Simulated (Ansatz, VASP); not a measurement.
# Os: VASP beside Ansatz

The input POSCAR:

```
Os
1.0
    2.6054458013      0.0000000000      0.0000000000
    0.0000000000      2.6054458013      0.0000000000
    0.0000000000      0.0000000000      2.6054458013
Os
1
Direct
    0.0000000000      0.0000000000      0.0000000000
```

File INCAR.step1:

```
ALGO = Normal
EDIFF = 1E-4
ENCUT = 520
GGA = PE
ISMEAR = -1
LASPH = True
LCHARG = False
LREAL = False
LWAVE = True
NBANDS = 10
NELM = 80
PREC = Accurate
SIGMA = 0.1
```

File INCAR.step2:

```
ALGO = Normal
EDIFF = 1E-7
ENCUT = 520
ISIF = 2
ISMEAR = -1
ISTART = 1
LASPH = True
LCHARG = False
LMIXTAU = True
LREAL = False
LWAVE = False
METAGGA = R2SCAN
NBANDS = 10
NELM = 80
PREC = Accurate
SIGMA = 0.1
```

The input KPOINTS:

```
k-points
0
Gamma
  14 14 14
```

Input for Ansatz:

```yaml
crystal:
  lattice:
    - [2.6054458013, 0.0, 0.0]
    - [0.0, 2.6054458013, 0.0]
    - [0.0, 0.0, 2.6054458013]
  atoms:
    - { symbol: Os, position: [0.0, 0.0, 0.0] }
hamiltonian:
  xc: r2scan
  pseudopotentials:
    kind: paw
    azcp:
      Os: "pseudopotentials/Os.paw.azcp"
basis:
  ecutwfc: 500
  fft_grid_basis: typed
kpoints:
  mp_grid: { grid: [14, 14, 14], shift: [0, 0, 0] }
magnetization:
  spin_polarized: false
scf:
  occupations: { method: fermi_dirac, width: 0.1 }
  lower_state_search: "off"
output:
  stress: true
```

Alike in both runs: task single point; functional r2SCAN; k mesh 14 × 14 × 14; occupations fermi-dirac, width 0.1 eV; no spin polarisation.

|  | VASP | Ansatz |
| --- | --- | --- |
| version | VASP 6.6.1 | Ansatz 0.2.0 |
| potentials or method | VASP PAW PBE potentials, release 64 (Os), cutoff 520 eV | plane waves (500 eV) with PAW, scalar-relativistic |
| valence electrons in the cell | 8 | 16 |

```tsv
	VASP	Ansatz	Ansatz less VASP
pressure (GPa)	-18.2	-18.3	-0.05
```

VASP's potentials were made for PBE, not for r2SCAN. VASP's potentials hold 8 valence electrons a cell and Ansatz's 16, so a difference there can come from the potentials and not from the codes.

Spin-orbit coupling is off throughout.
